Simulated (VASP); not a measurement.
Runs of VASP 6.6.1 on ZrMo3. The structure is that of space group Pm-3n (No. 223), or close to it. The cells are those of the table. 

```csv
task,cell,k mesh,cutoff (eV),gap on the mesh (eV),pressure (GPa)
single point,"a = 5.190 Å, 8 atoms",4 × 4 × 4,520,none,0.5
single point,"a = 4.942 Å, 8 atoms",4 × 4 × 4,520,none,38.5
relaxation of cell and atoms,"relaxed from a = 4.942 Å, 8 atoms",4 × 4 × 4,600,none,0.0
single point,"a = 5.191 Å, 8 atoms",8 × 8 × 8,520,none,(a)
```

Alike in all rows: level PBE; potentials or basis VASP PAW PBE potentials, release 64 (Zr_sv, Mo_sv); no spin polarisation; smearing gaussian 0.1 eV.

Q: Estimate the missing entries.

A: (a) 0.3.

Caveats: the cell stands under pressure (at least some runs).

A k mesh can miss the band edges, and the runs leave out spin-orbit coupling on Mo, Zr.

A gap of «none» marks levels without a gap at the run's occupations.
